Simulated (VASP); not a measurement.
# Re (Fm-3m) in VASP: further runs

Re is run at these levels: PBE; tasks: single point.

Everything below comes from runs of VASP 6.6.1. Logs are shortened: lines on timing, memory, paths and dates and some standing lists are left out, and cuts for length are marked.

**1. The cell of the first run**

It takes space group Fm-3m (No. 225, cubic). Conventional cell: a = 4.017 Å, b = 4.017 Å, c = 4.017 Å, α = 90.00°, β = 90.00°, γ = 90.00°. Re (site symmetry m-3m) has 12 Re at 2.84 Å within 3.7 Å.

**2. Single point, PBE (volume 16.207 Å^3 an atom, c/a of the conventional cell 1.0000)**

INCAR reads:

```
PREC = Accurate
ENCUT = 520
EDIFF = 1E-7
ISMEAR = 0
SIGMA = 0.15
LREAL = False
LASPH = True
NELM = 60
ALGO = Normal
ISIF = 2
LWAVE = False
LCHARG = False
GGA = PE
NBANDS = 10
```

KPOINTS reads:

```
regular mesh
0
Gamma
  10 10 10
```

POSCAR reads:

```
Re
1.0
    0.0000000000      2.0085880697      2.0085880697
    2.0085880697      0.0000000000      2.0085880697
    2.0085880697      2.0085880697      0.0000000000
Re
1
Direct
    0.0000000000      0.0000000000      0.0000000000
```

Potentials or basis: VASP PAW PBE potentials, release 64 (Re).

The run is started by

```sh
$ cat potpaw_PBE.64/Re/POTCAR > POTCAR
$ mpirun -np 1 vasp_std > vasp.out
```

OUTCAR:

```text
PREC = Accurate
   ENCUT = 520
   EDIFF = 1E-7
   ISMEAR = 0
   LREAL = False
   LASPH = True
   NELM = 60
   ISIF = 2
   GGA = PE

 ion  position               nearest neighbor table
   1  0.000  0.000  0.000-

  LATTYP: Found a face centered cubic cell.
 ALAT       =     4.0171761394

  Lattice vectors:

 A1 = (   0.0000000000,   2.0085880697,   2.0085880697)
 A2 = (   2.0085880697,   0.0000000000,   2.0085880697)
 A3 = (   2.0085880697,   2.0085880697,   0.0000000000)

Analysis of symmetry for initial positions (statically):
=====================================================================
 Subroutine PRICEL returns:
 Original cell was already a primitive cell.

 Routine SETGRP: Setting up the symmetry group for a
 face centered cubic supercell.

 Subroutine GETGRP returns: Found 48 space group operations
 (whereof 48 operations were pure point group operations)
 out of a pool of 48 trial point group operations.

The static configuration has the point symmetry O_h .

Analysis of symmetry for dynamics (positions and initial velocities):
=====================================================================
 Subroutine PRICEL returns:
 Original cell was already a primitive cell.

 Routine SETGRP: Setting up the symmetry group for a
 face centered cubic supercell.

 Subroutine GETGRP returns: Found 48 space group operations
 (whereof 48 operations were pure point group operations)
 out of a pool of 48 trial point group operations.

The dynamic configuration has the point symmetry O_h .

 Subroutine INISYM returns: Found 48 space group operations
 (whereof 48 operations are pure point group operations),
 and found     1 'primitive' translations

----------------------------------------------------------------------------------------

                                     Primitive cell

  volume of cell :      16.2070

  direct lattice vectors                    reciprocal lattice vectors
     0.000000000  2.008588070  2.008588070    -0.248931081  0.248931081  0.248931081
     2.008588070  0.000000000  2.008588070     0.248931081 -0.248931081  0.248931081
     2.008588070  2.008588070  0.000000000     0.248931081  0.248931081 -0.248931081

  length of vectors
     2.840572489  2.840572489  2.840572489     0.431161280  0.431161280  0.431161280

  position of ions in fractional coordinates (direct lattice)
     0.000000000  0.000000000  0.000000000

  ion indices of the primitive-cell ions
   primitive index   ion index
                 1           1

----------------------------------------------------------------------------------------

 KPOINTS: regular mesh

Automatic generation of k-mesh.
 Grid dimensions read from file:
 generate k-points for:   10   10   10

 Generating k-lattice:

  Cartesian coordinates                     Fractional coordinates (reciprocal lattice)
    -0.024893108  0.024893108  0.024893108     0.100000000  0.000000000  0.000000000
     0.024893108 -0.024893108  0.024893108     0.000000000  0.100000000  0.000000000
     0.024893108  0.024893108 -0.024893108     0.000000000  0.000000000  0.100000000

  Length of vectors
     0.043116128  0.043116128  0.043116128

  Shift w.r.t. Gamma in fractional coordinates (k-lattice)
     0.000000000  0.000000000  0.000000000

 Subroutine IBZKPT returns following result:
 ===========================================

 Found     47 irreducible k-points:

 Following reciprocal coordinates:
            Coordinates               Weight
  0.000000  0.000000  0.000000      1.000000
  0.100000  0.000000  0.000000      8.000000
  0.200000  0.000000  0.000000      8.000000
  0.300000  0.000000  0.000000      8.000000
  0.400000  0.000000  0.000000      8.000000
  0.500000  0.000000  0.000000      4.000000
[... 16 lines left out ...]
  0.300000  0.300000  0.000000      6.000000
  0.400000  0.300000  0.000000     24.000000
 [... further k-points ...]
   k-points           NKPTS =     47   k-points in BZ     NKDIM =     47   number of bands    NBANDS=     10
   number of dos      NEDOS =    301   number of ions     NIONS =      1
   total plane-waves  NPLWV =  13824
   dimension x,y,z NGX =    24 NGY =   24 NGZ =   24
   dimension x,y,z NGXF=    48 NGYF=   48 NGZF=   48
   ions per type =               1
   NGX,Y,Z   is equivalent  to a cutoff of  14.05, 14.05, 14.05 a.u.
   NGXF,Y,Z  is equivalent  to a cutoff of  28.09, 28.09, 28.09 a.u.
 SYSTEM =  unknown system
   PREC   = accura    normal or accurate (medium, high low for compatibility)
   ISTART =      0    job   : 0-new  1-cont  2-samecut
   ICHARG =      2    charge: 1-file 2-atom 10-const
   ISPIN  =      1    spin polarized calculation?
   LNONCOLLINEAR =      F non collinear calculations
   LSORBIT =      F    spin-orbit coupling
   LASPH  =      T    aspherical Exc in radial PAW
   ENCUT  =  520.0 eV  38.22 Ry    6.18 a.u.   5.28  5.28  5.28*2*pi/ulx,y,z
   NELM   =     60;   NELMIN=  2; NELMDL= -5     # of ELM steps
   EDIFF  = 0.1E-06   stopping-criterion for ELM
   LREAL  =      F    real-space projection
   EDIFFG = 0.1E-05   stopping-criterion for IOM
   NSW    =      0    number of steps for IOM
   IBRION =     -1    ionic relax: 0-MD 1-quasi-New 2-CG
   NFREE  =      0    steps in history (QN), initial steepest desc. (CG)
   ISIF   =      2    stress and relaxation
   ISYM   =      2    0-nonsym 1-usesym 2-fastsym
   POTIM  = 0.5000    time-step for ionic-motion
   TEBEG  =    0.0;   TEEND  =   0.0 temperature during run
   PSTRESS=    0.0 pullay stress
   NELECT =       7.0000    total number of electrons
   NUPDOWN=      -1.0000    fix difference up-down
   EMIN   =  10.00;   EMAX   =-10.00  energy-range for DOS
   EFERMI =   0.00;   METHOD = LEGACY
   ISMEAR =     0;   SIGMA  =   0.15  broadening in eV -4-tet -1-fermi 0-gaus
   EFERMI_NEDOS =   21; number of points for ismear=-14 and -15
   IALGO  =     38    algorithm
   IMIX   =      4    mixing-type and parameters
     AMIX     =   0.40;   BMIX     =  1.00
     AMIX_MAG =   1.60;   BMIX_MAG =  1.00
  volume/ion in A,a.u.               =      16.21       109.37
  Fermi-wavevector in a.u.,A,eV,Ry     =   1.237485  2.338508 20.835544  1.531369
  Thomas-Fermi vector in A             =   2.372050
   LORBIT       =      0    0 simple, 1 ext, 2 COOP (PROOUT), +10 PAW based schemes
   GGA     = PE    functional components
   LHFCALC =     F    Hartree Fock is set to
   AEXX    =    0.0000 exact exchange contribution
   IVDW    =     0    specifies the selected vdW correction
   LEPSILON=     F    determine dielectric tensor
   LRPA    =     F    only Hartree local field effects (RPA)
 non-spin polarized calculation
 Gauss-broadening in eV      SIGMA  =   0.15
  energy-cutoff  :      520.00
  volume of cell :       16.21
 maximum number of plane-waves:       448
 NGX is ok and might be reduce to    24
   NGX = 11   NGY = 11   NGZ = 11

 number of electron       7.0000000 magnetization

 Free energy of the ion-electron system (eV)
  ---------------------------------------------------
  ext. energy  EPLUGINS =         0.00000000
  ---------------------------------------------------
  free energy    TOTEN  =       -12.27676528 eV

  energy without entropy =      -12.26304813  energy(sigma->0) =      -12.26990670

 E-fermi :   7.0242     XC(G=0): -13.2007

 val. band max:        7.0014245330   @ k =   0.3000   0.2000   0.0000
 cond. band min:       7.0421450711   @ k =  -0.3000   0.3000   0.1000
 fundamental gap:      0.0407205381
 Fermi energy:         7.0241592536

 k-point     1 :       0.0000    0.0000    0.0000
  band No.  band energies     occupation
      1      -2.4615      2.00000
      2       5.3255      2.00000
      3       5.3255      2.00000
      4       5.3255      2.00000
      5       8.0741      0.00000
      6       8.0741      0.00000
      7      20.8025      0.00000
      8      25.9149      0.00000
      9      25.9149      0.00000
     10      25.9149      0.00000

 k-point     2 :       0.1000    0.0000    0.0000
  band No.  band energies     occupation
      1      -2.0507      2.00000
      2       5.0703      2.00000
      3       5.5050      2.00000
      4       5.5050      2.00000
      5       7.9487      0.00000
      6       7.9487      0.00000
      7      21.5591      0.00000
      8      24.1543      0.00000
      9      26.6436      0.00000
     10      26.6436      0.00000

 k-point     3 :       0.2000    0.0000    0.0000
  band No.  band energies     occupation
      1      -0.9637      2.00000
      2       4.6204      2.00000
      3       5.7699      2.00000
      4       5.7699      2.00000
      5       7.9456      0.00000
      6       7.9456      0.00000
      7      21.5610      0.00000
      8      23.3716      0.00000
      9      28.6112      0.00000
     10      28.6112      0.00000

 k-point     4 :       0.3000    0.0000    0.0000
  band No.  band energies     occupation
      1       0.2241      2.00000
      2       4.7570      2.00000
      3       5.6089      2.00000
      4       5.6089      2.00000
      5       8.6911      0.00000
      6       8.6911      0.00000
      7      19.3539      0.00000
      8      22.9752      0.00000
      9      29.7823      0.00000
     10      29.7962      0.00000
[... 222 lines left out ...]
 k-point    22 :      -0.2000    0.2000    0.0000
  band No.  band energies     occupation
      1       1.0809      2.00000
      2       3.9668      2.00000
      3       5.1057      2.00000
      4       6.6667      1.99925
      5       7.0553      0.76873
      6      10.4405      0.00000
      7      20.5341      0.00000
      8      24.0340      0.00000
      9      24.9569      0.00000
     10      26.9187      0.00000

 k-point    23 :       0.3000    0.3000    0.0000
  band No.  band energies     occupation
      1       1.0128      2.00000
      2       2.7630      2.00000
      3       5.9312      2.00000
      4       8.1242      0.00000
      5       8.1242      0.00000
      6       9.3933      0.00000
      7      23.2304      0.00000
      8      23.2304      0.00000
      9      24.5702      0.00000
     10      26.7871      0.00000

 k-point    24 :       0.4000    0.3000    0.0000
  band No.  band energies     occupation
      1       1.4431      2.00000
      2       2.5178      2.00000
      3       5.9960      2.00000
      4       8.3471      0.00000
      5       9.7769      0.00000
      6      10.1250      0.00000
      7      19.9162      0.00000
      8      21.9399      0.00000
      9      23.2610      0.00000
     10      27.3377      0.00000

 [... further k-points ...]
[... 5 lines left out ...]
  --------------------------------------------------------------------------------------
  -------------------------------------------------------------------------------------
  Total       -2.4792601     -2.4792601     -2.4792601     -0.0000000      0.0000000     -0.0000000
  in kB     -245.0925137   -245.0925137   -245.0925137     -0.0000000      0.0000000     -0.0000000
  external PRESSURE =    -245.0925137 kB  Pullay stress =       0.0000000 kB

 VOLUME and BASIS-vectors are now :
 -----------------------------------------------------------------------------
  energy-cutoff  :      520.00
  volume of cell :       16.21
      direct lattice vectors                 reciprocal lattice vectors
     0.000000000  2.008588070  2.008588070    -0.248931081  0.248931081  0.248931081
     2.008588070  0.000000000  2.008588070     0.248931081 -0.248931081  0.248931081
     2.008588070  2.008588070  0.000000000     0.248931081  0.248931081 -0.248931081

 POSITION                                       TOTAL-FORCE (eV/Angst)
 -----------------------------------------------------------------------------------
      0.00000      0.00000      0.00000        -0.000000     -0.000000      0.000000
 -----------------------------------------------------------------------------------
    total drift:                                0.000000      0.000000     -0.000000

  FREE ENERGIE OF THE ION-ELECTRON SYSTEM (eV)
  ---------------------------------------------------
  free  energy   TOTEN  =       -12.2767652784 eV

  energy  without entropy=      -12.2630481255  energy(sigma->0) =      -12.26990670
```

Run time: 24 s. Hardware: 1 thread of AMD EPYC 7R13, shared host; peak memory 0.11 GiB.

Results:

| Quantity | Value |
| --- | --- |
| Free energy | -12.2768 eV |
| Pressure | -24.5 GPa |

Levels at points of the mesh, in eV from the Fermi level:
| k point | band 1 | band 2 | band 3 | band 4 | band 5 | band 6 | band 7 | band 8 |
| --- | --- | --- | --- | --- | --- | --- | --- | --- |
| (0.00, 0.00, 0.00) | -9.49 | -1.70 | -1.70 | -1.70 | 1.05 | 1.05 | 13.78 | 18.89 |
| (0.50, 0.00, 0.00) | -6.23 | -1.87 | -1.87 | 0.06 | 3.24 | 3.24 | 8.60 | 13.26 |
| (0.50, 0.50, 0.00) | -6.05 | -5.25 | 2.40 | 3.19 | 3.88 | 3.88 | 11.33 | 11.49 |

Caveat: spin-orbit coupling is left out, which moves the levels of the heavy elements.

**3. Single point, PBE (volume 15.727 Å^3 an atom, c/a of the conventional cell 1.0000)**

INCAR reads:

```
  ALGO = Normal
  EDIFF = 1E-7
  ENCUT = 520
  GGA = PE
  ISIF = 2
  ISMEAR = 0
  LASPH = True
  LCHARG = True
  LELF = True
  LREAL = False
  LVHAR = True
  LWAVE = False
  NBANDS = 10
  NELM = 100
  PREC = Accurate
  SIGMA = 0.15
```

KPOINTS reads:

```
k-points
0
Gamma
  10 10 10
```

POSCAR reads:

```
Re
1.0
    0.0000000000      1.9885596844      1.9885596844
    1.9885596844      0.0000000000      1.9885596844
    1.9885596844      1.9885596844      0.0000000000
Re
1
Direct
    0.0000000000      0.0000000000      0.0000000000
```

Potentials or basis: VASP PAW PBE potentials, release 64 (Re).

The run is started by

```sh
$ cat potpaw_PBE.64/Re/POTCAR > POTCAR
$ mpirun -np 1 vasp_std > vasp.out
```

It took 26 s on 1 thread of AMD EPYC 7R13, shared host; peak memory 0.11 GiB.

It converged, with:

```
Free energy : -12.3379 eV
Pressure    : -16.3 GPa
```

Levels at points of the mesh, in eV from the Fermi level:
| k point | band 2 | band 3 | band 4 | band 5 | band 6 | band 7 |
| --- | --- | --- | --- | --- | --- | --- |
| (0.00, 0.00, 0.00) | -1.77 | -1.77 | -1.77 | 1.11 | 1.11 | 13.81 |
| (0.50, 0.00, 0.00) | -1.95 | -1.95 | 0.09 | 3.41 | 3.41 | 9.00 |
| (0.50, 0.50, 0.00) | -5.47 | 2.50 | 3.36 | 4.08 | 4.08 | 11.71 |

Caveat: spin-orbit coupling is left out, which moves the levels of the heavy elements.
